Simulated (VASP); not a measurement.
Y4GeS3, 24 atoms in the cell. The cell holds an amorphous packing of atoms, 24 atoms: a = 8.558 Å, b = 8.293 Å, c = 8.519 Å, α = 86.68°, β = 94.90°, γ = 89.45°. 

| Quantity | Value |
| --- | --- |
| Program | VASP 6.6.1 |
| Task | single point |
| Functional | PBE |
| Potentials or basis | VASP PAW PBE potentials, release 64 (Y_sv, Ge_d, S) |
| Cutoff | 520 eV |
| k mesh | 1 × 1 × 1, shifted |
| Occupations | fermi-dirac, width 0.1896 eV |
| Spin | no spin polarisation |
| Dipole correction | no |
| Further INCAR settings | LREAL = Auto; ALGO = Normal; EDIFF = 1e-07; NBANDS = 132; ISYM = 0 |

Potentials or basis: VASP PAW PBE potentials, release 64 (Y_sv, Ge_d, S).

Command:

```bash
$ cat potpaw_PBE.64/Y_sv/POTCAR potpaw_PBE.64/Ge_d/POTCAR potpaw_PBE.64/S/POTCAR > POTCAR
$ mpirun -np 1 vasp_std > vasp.out
```

Hardware: 1 thread of Oxide Virtual Turin-like Processor, on a shared host.

Question: Estimate the wall time of this run.

Answer: Run time: 8.3 min on 1 thread of Oxide Virtual Turin-like Processor, on a shared host, peak memory 0.57 GiB. Counts: scf iterations 36, k points 1.
